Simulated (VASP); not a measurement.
A run of VASP 6.6.1 is set up as follows.

INCAR

```
PREC = Accurate
ENCUT = 600
EDIFF = 1E-6
ISMEAR = 0
SIGMA = 0.02
LREAL = False
LASPH = True
NELM = 100
ALGO = Normal
ISIF = 3
LWAVE = False
LCHARG = False
GGA = PE
IBRION = 2
NSW = 100
EDIFFG = -0.01
```

KPOINTS

```
Automatic mesh
0
Gamma
  12 12 4
```

The input POSCAR:

```
YGaF4
1.0
    3.8887380380      0.0000000000      0.0000000000
   -1.9443690190      3.3677459296      0.0000000000
    0.0000000000      0.0000000000      6.2859184292
Y Ga F
1 1 4
Direct
    0.0000000000      0.0000000000      0.5000000000
    0.0000000000      0.0000000000      0.0000000000
    0.3333333333      0.6666666667      0.3047389943
    0.3333333333      0.6666666667      0.6952610057
    0.6666666667      0.3333333333      0.3047389943
    0.6666666667      0.3333333333      0.6952610057
```

Potentials or basis: VASP PAW PBE potentials, release 64 (Y_sv, Ga_d, F).

The run is started by

```bash
$ cat potpaw_PBE.64/Y_sv/POTCAR potpaw_PBE.64/Ga_d/POTCAR potpaw_PBE.64/F/POTCAR > POTCAR
$ mpirun -np 1 vasp_std > vasp.out
```

Question: Estimate the relaxed cell.

Answer: a = 3.885 Å, b = 3.885 Å, c = 6.255 Å, α = 90.00°, β = 90.00°, γ = 120.00°.

Question: Estimate the band gap on the k mesh.

Answer: 2.32 eV, indirect (least direct gap 2.52 eV).

Stress tensor (GPa, compression positive):
```
-0.07  0.00  0.00
 0.00 -0.07  0.00
 0.00  0.00  0.09
```

A k mesh can miss the band edges.
